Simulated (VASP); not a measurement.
# CaS (Fm-3m) in VASP: notebook

CaS is run at these levels: PBE; tasks: single point.

Everything below comes from runs of VASP 6.6.1. Logs are shortened: lines on timing, memory, paths and dates and some standing lists are left out, and cuts for length are marked.

### 1 The cell of the first run

It takes space group Fm-3m (No. 225, cubic). The conventional cell has a = 5.654 Å, b = 5.654 Å, c = 5.654 Å, α = 90.00°, β = 90.00°, γ = 90.00°. Within 3.7 Å of Ca (site symmetry m-3m) lie 6 S at 2.83 Å. S (site symmetry m-3m) has 6 Ca at 2.83 Å within 3.7 Å.

### 2 Single point, PBE (22.59 Å³/atom)

File INCAR:

```
SYSTEM = CaS
ALGO     = Normal         ! electronic algorithm
EDIFF    = 1E-6           ! SCF threshold, eV
ENCUT    = 500            ! plane-wave cutoff, eV
GGA      = PE             ! functional
GGA_COMPAT= .False.      
ISIF     = 2              ! what is computed and relaxed
ISMEAR   = 0              ! smearing method
LASPH    = .True.         ! aspherical terms in the spheres
LCHARG   = .False.        ! write CHGCAR
LREAL    = .False.        ! projectors in reciprocal space
LWAVE    = .False.        ! write WAVECAR
NBANDS   = 15             ! bands
NELM     = 120            ! most SCF steps
PREC     = Accurate       ! precision mode
SIGMA    = 0.02           ! smearing width, eV
```

File KPOINTS:

```
k-points
0
Gamma
  8 8 8
  0 0 0
```

File POSCAR:

```
CaS
1.0
    0.0000000000      2.8269595913      2.8269595913
    2.8269595913      0.0000000000      2.8269595913
    2.8269595913      2.8269595913      0.0000000000
Ca S
1 1
Direct
    0.0000000000      0.0000000000      0.0000000000
    0.5000000000      0.5000000000      0.5000000000
```

Potentials or basis: VASP PAW PBE potentials, release 64 (Ca_sv, S).

Command:

```console
> cat potpaw_PBE.64/Ca_sv/POTCAR potpaw_PBE.64/S/POTCAR > POTCAR
> mpirun -np 1 vasp_std > vasp.out
```

OUTCAR:

```text
SYSTEM = CaS
   EDIFF = 1E-6
   ENCUT = 500
   GGA = PE
   ISIF = 2
   ISMEAR = 0
   LASPH = .True.
   LREAL = .False.
   NELM = 120
   PREC = Accurate

 ion  position               nearest neighbor table
   1  0.000  0.000  0.000-   2 2.83   2 2.83   2 2.83   2 2.83   2 2.83   2 2.83
   2  0.500  0.500  0.500-   1 2.83   1 2.83   1 2.83   1 2.83   1 2.83   1 2.83

  LATTYP: Found a face centered cubic cell.
 ALAT       =     5.6539191826

  Lattice vectors:

 A1 = (   0.0000000000,   2.8269595913,   2.8269595913)
 A2 = (   2.8269595913,   0.0000000000,   2.8269595913)
 A3 = (   2.8269595913,   2.8269595913,   0.0000000000)

Analysis of symmetry for initial positions (statically):
=====================================================================
 Subroutine PRICEL returns:
 Original cell was already a primitive cell.

 Routine SETGRP: Setting up the symmetry group for a
 face centered cubic supercell.

 Subroutine GETGRP returns: Found 48 space group operations
 (whereof 48 operations were pure point group operations)
 out of a pool of 48 trial point group operations.

The static configuration has the point symmetry O_h .

Analysis of symmetry for dynamics (positions and initial velocities):
=====================================================================
 Subroutine PRICEL returns:
 Original cell was already a primitive cell.

 Routine SETGRP: Setting up the symmetry group for a
 face centered cubic supercell.

 Subroutine GETGRP returns: Found 48 space group operations
 (whereof 48 operations were pure point group operations)
 out of a pool of 48 trial point group operations.

The dynamic configuration has the point symmetry O_h .

 Subroutine INISYM returns: Found 48 space group operations
 (whereof 48 operations are pure point group operations),
 and found     1 'primitive' translations

----------------------------------------------------------------------------------------

                                     Primitive cell

  volume of cell :      45.1844

  direct lattice vectors                    reciprocal lattice vectors
     0.000000000  2.826959591  2.826959591    -0.176868464  0.176868464  0.176868464
     2.826959591  0.000000000  2.826959591     0.176868464 -0.176868464  0.176868464
     2.826959591  2.826959591  0.000000000     0.176868464  0.176868464 -0.176868464

  length of vectors
     3.997924594  3.997924594  3.997924594     0.306345165  0.306345165  0.306345165

  position of ions in fractional coordinates (direct lattice)
     0.000000000  0.000000000  0.000000000
     0.500000000  0.500000000  0.500000000

  ion indices of the primitive-cell ions
   primitive index   ion index
                 1           1
                 2           2

----------------------------------------------------------------------------------------

 KPOINTS: k-points

Automatic generation of k-mesh.
 Grid dimensions read from file:
 generate k-points for:    8    8    8

 Generating k-lattice:

  Cartesian coordinates                     Fractional coordinates (reciprocal lattice)
    -0.022108558  0.022108558  0.022108558     0.125000000  0.000000000  0.000000000
     0.022108558 -0.022108558  0.022108558     0.000000000  0.125000000  0.000000000
     0.022108558  0.022108558 -0.022108558     0.000000000  0.000000000  0.125000000

  Length of vectors
     0.038293146  0.038293146  0.038293146

  Shift w.r.t. Gamma in fractional coordinates (k-lattice)
     0.000000000  0.000000000  0.000000000

 Subroutine IBZKPT returns following result:
 ===========================================

 Found     29 irreducible k-points:

 Following reciprocal coordinates:
            Coordinates               Weight
  0.000000  0.000000  0.000000      1.000000
  0.125000  0.000000  0.000000      8.000000
  0.250000  0.000000  0.000000      8.000000
  0.375000  0.000000  0.000000      8.000000
  0.500000  0.000000  0.000000      4.000000
  0.125000  0.125000  0.000000      6.000000
[... 16 lines left out ...]
  0.500000  0.250000  0.125000     48.000000
 -0.375000  0.250000  0.125000     24.000000
 [... further k-points ...]
   k-points           NKPTS =     29   k-points in BZ     NKDIM =     29   number of bands    NBANDS=     15
   number of dos      NEDOS =    301   number of ions     NIONS =      2
   total plane-waves  NPLWV =  27000
   dimension x,y,z NGX =    30 NGY =   30 NGZ =   30
   dimension x,y,z NGXF=    60 NGYF=   60 NGZF=   60
   ions per type =               1   1
   NGX,Y,Z   is equivalent  to a cutoff of  12.47, 12.47, 12.47 a.u.
   NGXF,Y,Z  is equivalent  to a cutoff of  24.95, 24.95, 24.95 a.u.
 SYSTEM =  CaS
   PREC   = accura    normal or accurate (medium, high low for compatibility)
   ISTART =      0    job   : 0-new  1-cont  2-samecut
   ICHARG =      2    charge: 1-file 2-atom 10-const
   ISPIN  =      1    spin polarized calculation?
   LNONCOLLINEAR =      F non collinear calculations
   LSORBIT =      F    spin-orbit coupling
   LASPH  =      T    aspherical Exc in radial PAW
   ENCUT  =  500.0 eV  36.75 Ry    6.06 a.u.   7.29  7.29  7.29*2*pi/ulx,y,z
   NELM   =    120;   NELMIN=  2; NELMDL= -5     # of ELM steps
   EDIFF  = 0.1E-05   stopping-criterion for ELM
   LREAL  =      F    real-space projection
   EDIFFG = 0.1E-04   stopping-criterion for IOM
   NSW    =      0    number of steps for IOM
   IBRION =     -1    ionic relax: 0-MD 1-quasi-New 2-CG
   NFREE  =      0    steps in history (QN), initial steepest desc. (CG)
   ISIF   =      2    stress and relaxation
   ISYM   =      2    0-nonsym 1-usesym 2-fastsym
   POTIM  = 0.5000    time-step for ionic-motion
   TEBEG  =    0.0;   TEEND  =   0.0 temperature during run
   PSTRESS=    0.0 pullay stress
   NELECT =      16.0000    total number of electrons
   NUPDOWN=      -1.0000    fix difference up-down
   EMIN   =  10.00;   EMAX   =-10.00  energy-range for DOS
   EFERMI =   0.00;   METHOD = LEGACY
   ISMEAR =     0;   SIGMA  =   0.02  broadening in eV -4-tet -1-fermi 0-gaus
   EFERMI_NEDOS =   21; number of points for ismear=-14 and -15
   IALGO  =     38    algorithm
   IMIX   =      4    mixing-type and parameters
     AMIX     =   0.40;   BMIX     =  1.00
     AMIX_MAG =   1.60;   BMIX_MAG =  1.00
  volume/ion in A,a.u.               =      22.59       152.46
  Fermi-wavevector in a.u.,A,eV,Ry     =   1.158204  2.188689 18.251366  1.341438
  Thomas-Fermi vector in A             =   2.294809
   LORBIT       =      0    0 simple, 1 ext, 2 COOP (PROOUT), +10 PAW based schemes
   GGA     = PE    functional components
   LHFCALC =     F    Hartree Fock is set to
   AEXX    =    0.0000 exact exchange contribution
   IVDW    =     0    specifies the selected vdW correction
   LEPSILON=     F    determine dielectric tensor
   LRPA    =     F    only Hartree local field effects (RPA)
 non-spin polarized calculation
 Gauss-broadening in eV      SIGMA  =   0.02
  energy-cutoff  :      500.00
  volume of cell :       45.18
 maximum number of plane-waves:      1174
 NGX is ok and might be reduce to    30
   NGX = 15   NGY = 15   NGZ = 15

 number of electron      16.0000002 magnetization

 Free energy of the ion-electron system (eV)
  ---------------------------------------------------
  ext. energy  EPLUGINS =         0.00000000
  ---------------------------------------------------
  free energy    TOTEN  =       -10.35508469 eV

  energy without entropy =      -10.35508469  energy(sigma->0) =      -10.35508469

 E-fermi :   3.0550     XC(G=0):  -9.4094

 val. band max:        2.8841335629   @ k =   0.0000   0.0000   0.0000
 cond. band min:       5.1906434306   @ k =   0.5000   0.5000   0.0000
 fundamental gap:      2.3065098677
 Fermi energy:         3.0550483828

 k-point     1 :       0.0000    0.0000    0.0000
  band No.  band energies     occupation
      1     -36.2385      2.00000
      2     -17.2212      2.00000
      3     -17.2212      2.00000
      4     -17.2212      2.00000
      5      -8.5146      2.00000
      6       2.8841      2.00000
      7       2.8841      2.00000
      8       2.8841      2.00000
      9       7.0446      0.00000
     10       7.0446      0.00000
     11       7.0446      0.00000
     12       7.1688      0.00000
     13       7.6575      0.00000
     14       7.6575      0.00000
     15      13.8000      0.00000

 k-point     2 :       0.1250    0.0000    0.0000
  band No.  band energies     occupation
      1     -36.2366      2.00000
      2     -17.2492      2.00000
      3     -17.2233      2.00000
      4     -17.2233      2.00000
      5      -8.4008      2.00000
      6       2.2109      2.00000
      7       2.6485      2.00000
      8       2.6485      2.00000
      9       7.0574      0.00000
     10       7.2800      0.00000
     11       7.2800      0.00000
     12       7.9328      0.00000
     13       8.0811      0.00000
     14       8.0811      0.00000
     15      13.9651      0.00000

 k-point     3 :       0.2500    0.0000    0.0000
  band No.  band energies     occupation
      1     -36.2321      2.00000
      2     -17.3152      2.00000
      3     -17.2284      2.00000
      4     -17.2284      2.00000
      5      -8.1117      2.00000
      6       1.0201      2.00000
      7       2.1874      2.00000
      8       2.1874      2.00000
      9       7.1891      0.00000
     10       7.8769      0.00000
     11       7.8769      0.00000
     12       9.1324      0.00000
     13       9.1324      0.00000
     14       9.2838      0.00000
     15      13.3787      0.00000
[... 343 lines left out ...]
 k-point    23 :       0.5000    0.2500    0.1250
  band No.  band energies     occupation
      1     -36.2252      2.00000
      2     -17.3575      2.00000
      3     -17.2720      2.00000
      4     -17.2446      2.00000
      5      -7.7811      2.00000
      6       0.3258      2.00000
      7       1.5397      2.00000
      8       1.7699      2.00000
      9       7.2060      0.00000
     10       8.8124      0.00000
     11       9.1018      0.00000
     12       9.2341      0.00000
     13       9.8970      0.00000
     14      11.4164      0.00000
     15      11.8361      0.00000

 k-point    24 :      -0.3750    0.2500    0.1250
  band No.  band energies     occupation
      1     -36.2237      2.00000
      2     -17.3713      2.00000
      3     -17.2754      2.00000
      4     -17.2498      2.00000
      5      -7.6980      2.00000
      6       0.1915      2.00000
      7       1.3461      2.00000
      8       1.6778      2.00000
      9       7.8982      0.00000
     10       8.2266      0.00000
     11       9.4014      0.00000
     12       9.7409      0.00000
     13      10.0182      0.00000
     14      10.9893      0.00000
     15      12.3447      0.00000

 [... further k-points ...]

------------------------ aborting loop because EDIFF is reached ----------------------------------------

  FORCE on cell =-STRESS in cart. coord.  units (eV):
  Direction    XX          YY          ZZ          XY          YZ          ZX
  --------------------------------------------------------------------------------------
  -------------------------------------------------------------------------------------
  Total        0.5694102      0.5694102      0.5694102      0.0000000     -0.0000000      0.0000000
  in kB       20.1904975     20.1904975     20.1904975      0.0000000     -0.0000000      0.0000000
  external PRESSURE =      20.1904975 kB  Pullay stress =       0.0000000 kB

 VOLUME and BASIS-vectors are now :
 -----------------------------------------------------------------------------
  energy-cutoff  :      500.00
  volume of cell :       45.18
      direct lattice vectors                 reciprocal lattice vectors
     0.000000000  2.826959591  2.826959591    -0.176868464  0.176868464  0.176868464
     2.826959591  0.000000000  2.826959591     0.176868464 -0.176868464  0.176868464
     2.826959591  2.826959591  0.000000000     0.176868464  0.176868464 -0.176868464

 POSITION                                       TOTAL-FORCE (eV/Angst)
 -----------------------------------------------------------------------------------
      0.00000      0.00000      0.00000        -0.000000      0.000000     -0.000000
      2.82696      2.82696      2.82696         0.000000     -0.000000      0.000000
 -----------------------------------------------------------------------------------
    total drift:                               -0.000000      0.000000      0.000000

  FREE ENERGIE OF THE ION-ELECTRON SYSTEM (eV)
  ---------------------------------------------------
  free  energy   TOTEN  =       -10.3550846874 eV

  energy  without entropy=      -10.3550846874  energy(sigma->0) =      -10.35508469
```

Wall time 8.2 s (1 thread of Intel Xeon 6975P-C (Granite Rapids), shared host); peak memory 0.17 GiB.

What came out:

```
Free energy            : -10.3551 eV
Pressure               : 2.0 GPa
Band gap on the k mesh : 2.31 eV (least direct gap 3.13 eV)
```

### 3 Single point, PBE

This run uses another cell than the first one, of 23.29 Å³/atom.

File INCAR:

```
PREC     = Accurate       # precision mode
ENCUT    = 500            # plane-wave cutoff, eV
EDIFF    = 1E-6           # SCF threshold, eV
ISMEAR   = 0              # smearing method
SIGMA    = 0.02           # smearing width, eV
LREAL    = False          # projectors in reciprocal space
LASPH    = True           # aspherical terms in the spheres
NELM     = 120            # most SCF steps
ALGO     = Normal         # electronic algorithm
ISIF     = 2              # what is computed and relaxed
LWAVE    = False          # write WAVECAR
LCHARG   = True           # write CHGCAR
GGA      = PE             # functional
LELF     = True           # ELF
LVHAR    = True         
NBANDS   = 15             # bands
GGA_COMPAT= False
```

File KPOINTS:

```
regular mesh
0
Gamma
  8 8 8
```

File POSCAR:

```
CaS
1.0
    0.0000000000      2.8558081102      2.8558081102
    2.8558081102      0.0000000000      2.8558081102
    2.8558081102      2.8558081102      0.0000000000
Ca S
1 1
Direct
    0.0000000000      0.0000000000      0.0000000000
    0.5000000000      0.5000000000      0.5000000000
```

Potentials or basis: VASP PAW PBE potentials, release 64 (Ca_sv, S).

Command:

```console
> cat potpaw_PBE.64/Ca_sv/POTCAR potpaw_PBE.64/S/POTCAR > POTCAR
> mpirun -np 1 vasp_std > vasp.out
```

Run time: 8.7 s. Hardware: 1 thread of Intel Xeon 6975P-C (Granite Rapids), shared host; peak memory 0.17 GiB.

Results (log left out):

```yaml
Free_energy: -10.3649 eV
Pressure: 0.1 GPa
Band_gap_on_the_k_mesh: 2.38 eV (least direct gap 3.18 eV)
```

Levels at points of the mesh, in eV from the valence-band top:
| k point | band 6 | band 7 | band 8 | band 9 | band 10 | band 11 |
| --- | --- | --- | --- | --- | --- | --- |
| (0.00, 0.00, 0.00) | 0.00 | 0.00 | 0.00 | 4.09 | 4.17 | 4.17 |
| (0.50, 0.00, 0.00) | -3.06 | -1.14 | -1.14 | 5.20 | 6.03 | 6.17 |
| (0.50, 0.50, 0.00) | -2.26 | -0.80 | -0.80 | 2.38 | 5.59 | 5.98 |

A k mesh can miss the band edges.

### 4 Single point, PBE

This run uses another cell than the first one, of 23.29 Å³/atom.

File INCAR:

```
PREC = Accurate
ENCUT = 500
EDIFF = 1E-6
ISMEAR = 0
SIGMA = 0.01
LREAL = False
LASPH = True
NELM = 120
ALGO = Normal
ISIF = 2
LWAVE = False
LCHARG = False
GGA = PE
NBANDS = 15
GGA_COMPAT = False
```

File KPOINTS:

```
Automatic mesh
0
Gamma
  8 8 8
```

POSCAR is that of step 3.

Command:

```console
> cat potpaw_PBE.64/Ca_sv/POTCAR potpaw_PBE.64/S/POTCAR > POTCAR
> mpirun -np 1 vasp_std > vasp.out
```

It took 8.6 s on 1 thread of Intel Xeon 6975P-C (Granite Rapids), shared host; peak memory 0.17 GiB.

Results (log left out):

```
Free energy            : -10.3649 eV
Pressure               : 0.1 GPa
Band gap on the k mesh : 2.38 eV (least direct gap 3.18 eV)
```

Levels at points of the mesh, in eV from the valence-band top:
| k point | band 5 | band 6 | band 7 | band 8 | band 9 | band 10 | band 11 | band 12 |
| --- | --- | --- | --- | --- | --- | --- | --- | --- |
| (0.00, 0.00, 0.00) | -11.30 | 0.00 | 0.00 | 0.00 | 4.09 | 4.17 | 4.17 | 4.17 |
| (0.50, 0.00, 0.00) | -10.50 | -3.06 | -1.14 | -1.14 | 5.20 | 6.03 | 6.17 | 6.17 |
| (0.50, 0.50, 0.00) | -10.68 | -2.26 | -0.80 | -0.80 | 2.38 | 5.59 | 5.98 | 6.73 |

### 5 Single point, PBE

This run uses another cell than the first one, of 23.29 Å³/atom.

File INCAR:

```
SYSTEM = CaS
PREC     = Accurate       ! precision mode
ENCUT    = 500            ! plane-wave cutoff, eV
EDIFF    = 1E-6           ! SCF threshold, eV
ISMEAR   = 0              ! smearing method
SIGMA    = 0.02           ! smearing width, eV
LREAL    = .FALSE.        ! projectors in reciprocal space
LASPH    = .TRUE.         ! aspherical terms in the spheres
NELM     = 120            ! most SCF steps
ALGO     = Normal         ! electronic algorithm
ISIF     = 2              ! what is computed and relaxed
LWAVE    = .FALSE.        ! write WAVECAR
LCHARG   = .FALSE.        ! write CHGCAR
GGA      = PE             ! functional
NBANDS   = 15             ! bands
GGA_COMPAT= .FALSE.
```

File KPOINTS:

```
regular mesh
0
G
  8 8 8
  0 0 0
```

POSCAR is that of step 4.

Command:

```console
> cat potpaw_PBE.64/Ca_sv/POTCAR potpaw_PBE.64/S/POTCAR > POTCAR
> mpirun -np 1 vasp_std > vasp.out
```

It took 8.8 s on 1 thread of Intel Xeon 6975P-C (Granite Rapids), shared host; peak memory 0.17 GiB.

It converged, with:

- Free energy: -10.3649 eV
- Pressure: 0.1 GPa
- Band gap on the k mesh: 2.38 eV (least direct gap 3.18 eV)

Levels at points of the mesh, in eV from the valence-band top:
| k point | band 6 | band 7 | band 8 | band 9 | band 10 | band 11 |
| --- | --- | --- | --- | --- | --- | --- |
| (0.00, 0.00, 0.00) | 0.00 | 0.00 | 0.00 | 4.09 | 4.17 | 4.17 |
| (0.50, 0.00, 0.00) | -3.06 | -1.14 | -1.14 | 5.20 | 6.03 | 6.17 |
| (0.50, 0.50, 0.00) | -2.26 | -0.80 | -0.80 | 2.38 | 5.59 | 5.98 |

A k mesh can miss the band edges.

### 6 Single point, PBE (23.99 Å³/atom)

This run uses another cell than the first one, of 23.99 Å³/atom.

File INCAR:

```
PREC = Accurate ; ENCUT = 500
EDIFF = 1E-6 ; ISMEAR = 0
SIGMA = 0.02 ; LREAL = False
LASPH = True ; NELM = 120
ALGO = Normal ; ISIF = 2
LWAVE = False ; LCHARG = False
GGA = PE ; NBANDS = 15
GGA_COMPAT = False
```

File KPOINTS:

```
regular mesh
0
Gamma
  8 8 8
```

File POSCAR:

```
CaS
1.0
    0.0000000000      2.8840852770      2.8840852770
    2.8840852770      0.0000000000      2.8840852770
    2.8840852770      2.8840852770      0.0000000000
Ca S
1 1
Direct
    0.0000000000      0.0000000000      0.0000000000
    0.5000000000      0.5000000000      0.5000000000
```

Potentials or basis: VASP PAW PBE potentials, release 64 (Ca_sv, S).

Command:

```console
> cat potpaw_PBE.64/Ca_sv/POTCAR potpaw_PBE.64/S/POTCAR > POTCAR
> mpirun -np 1 vasp_std > vasp.out
```

It took 8.7 s on 1 thread of Intel Xeon 6975P-C (Granite Rapids), shared host; peak memory 0.17 GiB.

The run converged. Its results:

```
Free energy            : -10.3595 eV
Pressure               : -1.5 GPa
Band gap on the k mesh : 2.44 eV (least direct gap 3.22 eV)
```

Levels at points of the mesh, in eV from the valence-band top:
```csv
k point,band 4,band 5,band 6,band 7,band 8,band 9,band 10,band 11,band 12,band 13
"(0.00, 0.00, 0.00)",-20.31,-11.20,0.00,0.00,0.00,3.91,4.17,4.17,4.17,4.73
"(0.50, 0.00, 0.00)",-20.32,-10.47,-2.96,-1.08,-1.08,5.14,5.93,6.07,6.07,7.90
"(0.50, 0.50, 0.00)",-20.35,-10.62,-2.20,-0.78,-0.78,2.44,5.53,5.83,6.59,6.63
```

### 7 Overview

```tsv
cell	smearing	gap on the mesh (eV)	pressure (GPa)
a = 3.998 Å, angles 60.0°, 2 atoms	gaussian 0.02 eV	2.31	2.0
a = 4.039 Å, angles 60.0°, 2 atoms	gaussian 0.02 eV	2.38	0.1
a = 4.039 Å, angles 60.0°, 2 atoms	gaussian 0.01 eV	2.38	0.1
a = 4.079 Å, angles 60.0°, 2 atoms	gaussian 0.02 eV	2.44	-1.5
```

Alike in all rows: task single point; level PBE; potentials or basis VASP PAW PBE potentials, release 64 (Ca_sv, S); no spin polarisation; k mesh 8 × 8 × 8; cutoff (eV) 500.

Total energies depend on the potentials used, so only differences within one code and one set of settings carry meaning.
